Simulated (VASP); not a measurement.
# Pt (Fd-3m) in VASP: notebook

The runs below take Pt through single point, with PBE.

All numbers are computed with VASP 6.6.1; they aren't measurements. Logs are shortened: lines on timing, memory, paths and dates and some standing lists are left out, and cuts for length are marked.

### Step 1. The cell of the first run

Symmetry: Fd-3m, No. 227, cubic system. Conventional cell: a = 4.871 Å, b = 4.871 Å, c = 4.871 Å, α = 90.00°, β = 90.00°, γ = 90.00°. Pt (site symmetry -43m) has 4 Pt at 2.11 Å within 2.8 Å.

### Step 2. Single point, PBE (volume scaled by 0.6)

File INCAR:

```
SYSTEM = Pt
PREC     = Accurate       ! precision mode
ENCUT    = 520            ! plane-wave cutoff, eV
EDIFF    = 1E-6           ! SCF threshold, eV
ISMEAR   = -1             ! smearing method
SIGMA    = 0.05           ! smearing width, eV
LREAL    = .FALSE.        ! projectors in reciprocal space
LASPH    = .TRUE.         ! aspherical terms in the spheres
NELM     = 100            ! most SCF steps
ALGO     = Normal         ! electronic algorithm
ISIF     = 2              ! what is computed and relaxed
LWAVE    = .FALSE.        ! write WAVECAR
LCHARG   = .FALSE.        ! write CHGCAR
GGA      = PE             ! functional
NBANDS   = 17             ! bands
```

File KPOINTS:

```
Automatic mesh
0
G
  14 14 14
  0 0 0
```

File POSCAR:

```
Pt
1.0
    0.0000000000      2.4356290215      2.4356290215
    2.4356290215      0.0000000000      2.4356290215
    2.4356290215      2.4356290215      0.0000000000
Pt
2
Direct
   -0.1250000000     -0.1250000000     -0.1250000000
    0.1250000000      0.1250000000      0.1250000000
```

Potentials or basis: VASP PAW PBE potentials, release 64 (Pt).

The run is started by

```sh
> cat potpaw_PBE.64/Pt/POTCAR > POTCAR
> mpirun -np 1 vasp_std > vasp.out
```

OUTCAR:

```text
SYSTEM = Pt
   PREC = Accurate
   ENCUT = 520
   EDIFF = 1E-6
   ISMEAR = -1
   LREAL = .FALSE.
   LASPH = .TRUE.
   NELM = 100
   ISIF = 2
   GGA = PE

 ion  position               nearest neighbor table
   1  0.875  0.875  0.875-   2 2.11   2 2.11   2 2.11   2 2.11
   2  0.125  0.125  0.125-   1 2.11   1 2.11   1 2.11   1 2.11

  LATTYP: Found a face centered cubic cell.
 ALAT       =     4.8712580430

  Lattice vectors:

 A1 = (   0.0000000000,   2.4356290215,   2.4356290215)
 A2 = (   2.4356290215,   0.0000000000,   2.4356290215)
 A3 = (   2.4356290215,   2.4356290215,   0.0000000000)

Analysis of symmetry for initial positions (statically):
=====================================================================
 Subroutine PRICEL returns:
 Original cell was already a primitive cell.

 Routine SETGRP: Setting up the symmetry group for a
 face centered cubic supercell.

 Subroutine GETGRP returns: Found 48 space group operations
 (whereof 12 operations were pure point group operations)
 out of a pool of 48 trial point group operations.

The static configuration has the point symmetry D_3d.
 The point group associated with its full space group is O_h .

Analysis of symmetry for dynamics (positions and initial velocities):
=====================================================================
 Subroutine PRICEL returns:
 Original cell was already a primitive cell.

 Routine SETGRP: Setting up the symmetry group for a
 face centered cubic supercell.

 Subroutine GETGRP returns: Found 48 space group operations
 (whereof 12 operations were pure point group operations)
 out of a pool of 48 trial point group operations.

The dynamic configuration has the point symmetry D_3d.
 The point group associated with its full space group is O_h .

 Subroutine INISYM returns: Found 48 space group operations
 (whereof 12 operations are pure point group operations),
 and found     1 'primitive' translations

----------------------------------------------------------------------------------------

                                     Primitive cell

  volume of cell :      28.8977

  direct lattice vectors                    reciprocal lattice vectors
     0.000000000  2.435629022  2.435629022    -0.205285779  0.205285779  0.205285779
     2.435629022  0.000000000  2.435629022     0.205285779 -0.205285779  0.205285779
     2.435629022  2.435629022  0.000000000     0.205285779  0.205285779 -0.205285779

  length of vectors
     3.444499595  3.444499595  3.444499595     0.355565399  0.355565399  0.355565399

  position of ions in fractional coordinates (direct lattice)
     0.875000000  0.875000000  0.875000000
     0.125000000  0.125000000  0.125000000

  ion indices of the primitive-cell ions
   primitive index   ion index
                 1           1
                 2           2

----------------------------------------------------------------------------------------

 KPOINTS: Automatic mesh

Automatic generation of k-mesh.
 Grid dimensions read from file:
 generate k-points for:   14   14   14

 Generating k-lattice:

  Cartesian coordinates                     Fractional coordinates (reciprocal lattice)
    -0.014663270  0.014663270  0.014663270     0.071428571  0.000000000  0.000000000
     0.014663270 -0.014663270  0.014663270     0.000000000  0.071428571  0.000000000
     0.014663270  0.014663270 -0.014663270     0.000000000  0.000000000  0.071428571

  Length of vectors
     0.025397528  0.025397528  0.025397528

  Shift w.r.t. Gamma in fractional coordinates (k-lattice)
     0.000000000  0.000000000  0.000000000

 Subroutine IBZKPT returns following result:
 ===========================================

 Found    104 irreducible k-points:

 Following reciprocal coordinates:
            Coordinates               Weight
  0.000000  0.000000  0.000000      1.000000
  0.071429  0.000000  0.000000      8.000000
  0.142857  0.000000  0.000000      8.000000
  0.214286  0.000000  0.000000      8.000000
  0.285714  0.000000  0.000000      8.000000
  0.357143  0.000000  0.000000      8.000000
[... 16 lines left out ...]
  0.214286  0.142857  0.000000     24.000000
  0.285714  0.142857  0.000000     24.000000
 [... further k-points ...]
   k-points           NKPTS =    104   k-points in BZ     NKDIM =    104   number of bands    NBANDS=     17
   number of dos      NEDOS =    301   number of ions     NIONS =      2
   total plane-waves  NPLWV =  21952
   dimension x,y,z NGX =    28 NGY =   28 NGZ =   28
   dimension x,y,z NGXF=    56 NGYF=   56 NGZF=   56
   ions per type =               2
   NGX,Y,Z   is equivalent  to a cutoff of  13.51, 13.51, 13.51 a.u.
   NGXF,Y,Z  is equivalent  to a cutoff of  27.03, 27.03, 27.03 a.u.
 SYSTEM =  Pt
   PREC   = accura    normal or accurate (medium, high low for compatibility)
   ISTART =      0    job   : 0-new  1-cont  2-samecut
   ICHARG =      2    charge: 1-file 2-atom 10-const
   ISPIN  =      1    spin polarized calculation?
   LNONCOLLINEAR =      F non collinear calculations
   LSORBIT =      F    spin-orbit coupling
   LASPH  =      T    aspherical Exc in radial PAW
   ENCUT  =  520.0 eV  38.22 Ry    6.18 a.u.   6.40  6.40  6.40*2*pi/ulx,y,z
   NELM   =    100;   NELMIN=  2; NELMDL= -5     # of ELM steps
   EDIFF  = 0.1E-05   stopping-criterion for ELM
   LREAL  =      F    real-space projection
   EDIFFG = 0.1E-04   stopping-criterion for IOM
   NSW    =      0    number of steps for IOM
   IBRION =     -1    ionic relax: 0-MD 1-quasi-New 2-CG
   NFREE  =      0    steps in history (QN), initial steepest desc. (CG)
   ISIF   =      2    stress and relaxation
   ISYM   =      2    0-nonsym 1-usesym 2-fastsym
   POTIM  = 0.5000    time-step for ionic-motion
   TEBEG  =    0.0;   TEEND  =   0.0 temperature during run
   PSTRESS=    0.0 pullay stress
   NELECT =      20.0000    total number of electrons
   NUPDOWN=      -1.0000    fix difference up-down
   EMIN   =  10.00;   EMAX   =-10.00  energy-range for DOS
   EFERMI =   0.00;   METHOD = LEGACY
   ISMEAR =    -1;   SIGMA  =   0.05  broadening in eV -4-tet -1-fermi 0-gaus
   EFERMI_NEDOS =   21; number of points for ismear=-14 and -15
   IALGO  =     38    algorithm
   IMIX   =      4    mixing-type and parameters
     AMIX     =   0.40;   BMIX     =  1.00
     AMIX_MAG =   1.60;   BMIX_MAG =  1.00
  volume/ion in A,a.u.               =      14.45        97.51
  Fermi-wavevector in a.u.,A,eV,Ry     =   1.448095  2.736503 28.531129  2.096979
  Thomas-Fermi vector in A             =   2.565975
   LORBIT       =      0    0 simple, 1 ext, 2 COOP (PROOUT), +10 PAW based schemes
   GGA     = PE    functional components
   LHFCALC =     F    Hartree Fock is set to
   AEXX    =    0.0000 exact exchange contribution
   IVDW    =     0    specifies the selected vdW correction
   LEPSILON=     F    determine dielectric tensor
   LRPA    =     F    only Hartree local field effects (RPA)
 non-spin polarized calculation
  energy-cutoff  :      520.00
  volume of cell :       28.90
 maximum number of plane-waves:       795
 NGX is ok and might be reduce to    28
   NGX = 13   NGY = 13   NGZ = 13

 number of electron      20.0000000 magnetization

 Free energy of the ion-electron system (eV)
  ---------------------------------------------------
  ext. energy  EPLUGINS =         0.00000000
  ---------------------------------------------------
  free energy    TOTEN  =        -2.47322269 eV

  energy without entropy =       -2.45932589  energy(sigma->0) =       -2.46627429

 E-fermi :  13.6301     XC(G=0): -13.3438

 val. band max:       13.6231797906   @ k =  -0.4286   0.4286   0.0000
 cond. band min:      13.6426804570   @ k =  -0.3571   0.3571   0.0714
 fundamental gap:      0.0195006664
 Fermi energy:        13.6301443803

 k-point     1 :       0.0000    0.0000    0.0000
  band No.  band energies     occupation
      1       1.8517      2.00000
      2       4.2709      2.00000
      3       4.2709      2.00000
      4       5.4502      2.00000
      5       5.4502      2.00000
      6       5.4502      2.00000
[... 9 lines left out ...]
     16      26.3086      0.00000
     17      31.2061      0.00000

 k-point     2 :       0.0714    0.0000    0.0000
  band No.  band energies     occupation
      1       1.9827      2.00000
      2       4.2012      2.00000
      3       4.2012      2.00000
      4       5.4272      2.00000
      5       5.5697      2.00000
      6       5.5697      2.00000
[... 9 lines left out ...]
     16      27.1963      0.00000
     17      29.1446      0.00000

 k-point     3 :       0.1429    0.0000    0.0000
  band No.  band energies     occupation
      1       2.3587      2.00000
      2       4.0823      2.00000
      3       4.0823      2.00000
      4       5.3668      2.00000
      5       5.8058      2.00000
      6       5.8058      2.00000
[... 9 lines left out ...]
     16      27.7482      0.00000
     17      28.8967      0.00000

 k-point     4 :       0.2143    0.0000    0.0000
  band No.  band energies     occupation
      1       2.9199      2.00000
      2       4.0228      2.00000
      3       4.0228      2.00000
      4       5.2901      2.00000
      5       5.9620      2.00000
      6       5.9620      2.00000
[... 9 lines left out ...]
     16      28.2135      0.00000
     17      28.2135      0.00000
[... 343 lines left out ...]
      1       2.5476      2.00000
      2       3.6167      2.00000
      3       4.6213      2.00000
      4       5.3750      2.00000
      5       5.3750      2.00000
      6       6.3217      2.00000
[... 9 lines left out ...]
     16      27.6013      0.00000
     17      28.2245      0.00000

 k-point    23 :       0.2143    0.1429    0.0000
  band No.  band energies     occupation
      1       2.9931      2.00000
      2       3.4573      2.00000
      3       4.7275      2.00000
      4       5.2966      2.00000
      5       5.4039      2.00000
      6       6.6299      2.00000
[... 9 lines left out ...]
     16      26.6831      0.00000
     17      28.4408      0.00000

 k-point    24 :       0.2857    0.1429    0.0000
  band No.  band energies     occupation
      1       3.3973      2.00000
      2       3.5700      2.00000
      3       4.7952      2.00000
      4       5.1596      2.00000
      5       5.4225      2.00000
      6       6.8035      2.00000
[... 9 lines left out ...]
     16      27.0080      0.00000
     17      28.9264      0.00000

 [... further k-points ...]
[... 5 lines left out ...]
  --------------------------------------------------------------------------------------
  -------------------------------------------------------------------------------------
  Total       37.2685323     37.2685323     37.2685323      0.0000000      0.0000000      0.0000000
  in kB     2066.2813509   2066.2813509   2066.2813509      0.0000000      0.0000000      0.0000000
  external PRESSURE =    2066.2813509 kB  Pullay stress =       0.0000000 kB

 VOLUME and BASIS-vectors are now :
 -----------------------------------------------------------------------------
  energy-cutoff  :      520.00
  volume of cell :       28.90
      direct lattice vectors                 reciprocal lattice vectors
     0.000000000  2.435629022  2.435629022    -0.205285779  0.205285779  0.205285779
     2.435629022  0.000000000  2.435629022     0.205285779 -0.205285779  0.205285779
     2.435629022  2.435629022  0.000000000     0.205285779  0.205285779 -0.205285779

 POSITION                                       TOTAL-FORCE (eV/Angst)
 -----------------------------------------------------------------------------------
      4.26235      4.26235      4.26235         0.000000      0.000000      0.000000
      0.60891      0.60891      0.60891        -0.000000     -0.000000     -0.000000
 -----------------------------------------------------------------------------------
    total drift:                                0.000000     -0.000000     -0.000000

  FREE ENERGIE OF THE ION-ELECTRON SYSTEM (eV)
  ---------------------------------------------------
  free  energy   TOTEN  =        -2.4732226910 eV

  energy  without entropy=       -2.4593258909  energy(sigma->0) =       -2.46627429
```

It took 47 s on 1 thread of Intel Xeon Platinum 8259CL at 2.50GHz (Skylake/Cascade Lake), shared host; peak memory 0.19 GiB.

Results:

```yaml
Free_energy: -2.4732 eV
Pressure: 206.6 GPa
Band_gap_on_the_k_mesh: zero (band 10 reaches 14.04 eV, above the bottom of band 11 at 12.86 eV)
```

Caveat: spin-orbit coupling is left out, which moves the levels of the heavy elements.

### Step 3. Single point, PBE (volume scaled by 0.68)

File INCAR:

```
SYSTEM = Pt
  PREC = Accurate
  ENCUT = 520
  EDIFF = 1E-6
  ISMEAR = -1
  SIGMA = 0.05
  LREAL = .FALSE.
  LASPH = .TRUE.
  NELM = 60
  ALGO = Normal
  ISIF = 2
  LWAVE = .FALSE.
  LCHARG = .FALSE.
  GGA = PE
  NBANDS = 17
```

File KPOINTS:

```
regular mesh
0
G
  14 14 14
  0 0 0
```

File POSCAR:

```
Pt
1.0
    0.0000000000      2.5393955897      2.5393955897
    2.5393955897      0.0000000000      2.5393955897
    2.5393955897      2.5393955897      0.0000000000
Pt
2
Direct
   -0.1250000000     -0.1250000000     -0.1250000000
    0.1250000000      0.1250000000      0.1250000000
```

Potentials or basis: VASP PAW PBE potentials, release 64 (Pt).

The run is started by

```sh
> cat potpaw_PBE.64/Pt/POTCAR > POTCAR
> mpirun -np 1 vasp_std > vasp.out
```

Run time: 62 s. Hardware: 1 thread of Intel Xeon Platinum 8259CL at 2.50GHz (Skylake/Cascade Lake), shared host; peak memory 0.19 GiB.

Results (log left out):

- Free energy: -6.2670 eV
- Pressure: 116.4 GPa
- Band gap on the k mesh: zero (band 10 reaches 11.41 eV, above the bottom of band 11 at 10.39 eV)

Levels at points of the mesh, in eV from the Fermi level:
```csv
k point,band 7,band 8,band 9,band 10,band 11,band 12,band 13,band 14
"(0.00, 0.00, 0.00)",-3.28,-3.28,-3.28,0.09,0.09,11.61,11.63,12.89
"(0.50, 0.00, 0.00)",-3.20,-2.32,-2.32,-0.67,-0.67,0.97,9.59,10.19
"(0.50, 0.50, 0.00)",-4.46,-4.46,-0.26,-0.26,1.60,1.60,3.68,3.68
```

Caveat: spin-orbit coupling is left out, which moves the levels of the heavy elements.

### Step 4. Single point, PBE (volume scaled by 0.76)

File INCAR:

```
  PREC = Accurate
  ENCUT = 520
  EDIFF = 1E-6
  ISMEAR = -1
  SIGMA = 0.05
  LREAL = False
  LASPH = True
  NELM = 60
  ALGO = Normal
  ISIF = 2
  LWAVE = False
  LCHARG = True
  GGA = PE
  LELF = True
  LVHAR = True
  NBANDS = 17
```

File KPOINTS:

```
Automatic mesh
0
Gamma
  14 14 14
```

File POSCAR:

```
Pt
1.0
    0.0000000000      2.6353112793      2.6353112793
    2.6353112793      0.0000000000      2.6353112793
    2.6353112793      2.6353112793      0.0000000000
Pt
2
Direct
   -0.1250000000     -0.1250000000     -0.1250000000
    0.1250000000      0.1250000000      0.1250000000
```

The run is started by

```sh
> cat potpaw_PBE.64/Pt/POTCAR > POTCAR
> mpirun -np 1 vasp_std > vasp.out
```

Wall time 57 s (1 thread of Intel Xeon Platinum 8259CL at 2.50GHz (Skylake/Cascade Lake), shared host); peak memory 0.19 GiB.

It converged, with:

```
Free energy            : -8.3716 eV
Pressure               : 63.0 GPa
Band gap on the k mesh : zero (band 10 reaches 9.34 eV, above the bottom of band 11 at 8.46 eV)
```

Levels at points of the mesh, in eV from the Fermi level:
```
           k point  band 8  band 9  band 10  band 11  band 12  band 13
(0.00, 0.00, 0.00)   -2.80   -2.80     0.00     0.00    11.31    11.47
(0.50, 0.00, 0.00)   -2.01   -2.01    -0.59    -0.59     0.91     9.41
(0.50, 0.50, 0.00)   -3.76   -0.23    -0.23     1.50     1.50     3.73
```

Caveat: spin-orbit coupling is left out, which moves the levels of the heavy elements.

### Step 5. Single point, PBE (volume scaled by 0.84)

File INCAR:

```
PREC     = Accurate       # precision mode
ENCUT    = 520            # plane-wave cutoff, eV
EDIFF    = 1E-6           # SCF threshold, eV
ISMEAR   = -1             # smearing method
SIGMA    = 0.05           # smearing width, eV
LREAL    = F              # projectors in reciprocal space
LASPH    = T              # aspherical terms in the spheres
NELM     = 60             # most SCF steps
ALGO     = Normal         # electronic algorithm
ISIF     = 2              # what is computed and relaxed
LWAVE    = F              # write WAVECAR
LCHARG   = F              # write CHGCAR
GGA      = PE             # functional
NBANDS   = 17             # bands
```

File KPOINTS:

```
regular mesh
0
Gamma
  14 14 14
```

File POSCAR:

```
Pt
1.0
    0.0000000000      2.7247112534      2.7247112534
    2.7247112534      0.0000000000      2.7247112534
    2.7247112534      2.7247112534      0.0000000000
Pt
2
Direct
   -0.1250000000     -0.1250000000     -0.1250000000
    0.1250000000      0.1250000000      0.1250000000
```

The run is started by

```sh
> cat potpaw_PBE.64/Pt/POTCAR > POTCAR
> mpirun -np 1 vasp_std > vasp.out
```

Wall time 72 s (1 thread of Intel Xeon Platinum 8259CL at 2.50GHz (Skylake/Cascade Lake), shared host); peak memory 0.2 GiB.

It converged, with:

```yaml
Free_energy: -9.4687 eV
Pressure: 30.8 GPa
Band_gap_on_the_k_mesh: zero (band 10 reaches 7.67 eV, above the bottom of band 11 at 6.92 eV)
```

Levels at points of the mesh, in eV from the Fermi level:
```csv
k point,band 6,band 7,band 8,band 9,band 10,band 11,band 12,band 13,band 14,band 15
"(0.00, 0.00, 0.00)",-5.41,-2.41,-2.41,-2.41,-0.05,-0.05,11.04,11.21,12.72,12.72
"(0.50, 0.00, 0.00)",-5.37,-2.11,-1.75,-1.75,-0.52,-0.52,0.85,8.81,8.81,9.86
"(0.50, 0.50, 0.00)",-4.14,-3.22,-3.22,-0.20,-0.20,1.42,1.42,3.80,3.80,10.16
```

Caveat: spin-orbit coupling is left out, which moves the levels of the heavy elements.

### Step 6. Single point, PBE (volume scaled by 0.84)

File INCAR:

```
SYSTEM = Pt
PREC = Accurate
ENCUT = 520
EDIFF = 1E-6
ISMEAR = -1
SIGMA = 0.05
LREAL = .False.
LASPH = .True.
NELM = 80
ALGO = Normal
ISIF = 2
LWAVE = .False.
LCHARG = .True.
GGA = PE
LELF = .True.
LVHAR = .True.
NBANDS = 17
```

File KPOINTS:

```
regular mesh
0
Gamma
  14 14 14
  0 0 0
```

POSCAR is that of step 5.

Potentials or basis: VASP PAW PBE potentials, release 64 (Pt).

The run is started by

```sh
> cat potpaw_PBE.64/Pt/POTCAR > POTCAR
> mpirun -np 1 vasp_std > vasp.out
```

Wall time 74 s (1 thread of Intel Xeon Platinum 8259CL at 2.50GHz (Skylake/Cascade Lake), shared host); peak memory 0.2 GiB.

The run converged. Its results:

```yaml
Free_energy: -9.4687 eV
Pressure: 30.8 GPa
Band_gap_on_the_k_mesh: zero (band 10 reaches 7.67 eV, above the bottom of band 11 at 6.92 eV)
```

Levels at points of the mesh, in eV from the Fermi level:
```tsv
k point	band 8	band 9	band 10	band 11	band 12	band 13
(0.00, 0.00, 0.00)	-2.41	-2.41	-0.05	-0.05	11.04	11.21
(0.50, 0.00, 0.00)	-1.75	-1.75	-0.52	-0.52	0.85	8.81
(0.50, 0.50, 0.00)	-3.22	-0.20	-0.20	1.42	1.42	3.80
```

Caveat: spin-orbit coupling is left out, which moves the levels of the heavy elements.

### Step 7. Overview

| cell | gap on the mesh (eV) | pressure (GPa) |
| --- | --- | --- |
| a = 3.444 Å, angles 60.0°, 2 atoms | none | 206.6 |
| a = 3.591 Å, angles 60.0°, 2 atoms | none | 116.4 |
| a = 3.727 Å, angles 60.0°, 2 atoms | none | 63.0 |
| a = 3.853 Å, angles 60.0°, 2 atoms | none | 30.8 |

Alike in all rows: task single point; level PBE; potentials or basis VASP PAW PBE potentials, release 64 (Pt); no spin polarisation; k mesh 14 × 14 × 14; cutoff (eV) 520; smearing fermi-dirac 0.05 eV.

Caveats: spin-orbit coupling is left out, which moves the levels of the heavy elements.

Absolute energies hang on the potentials; compare differences alone.
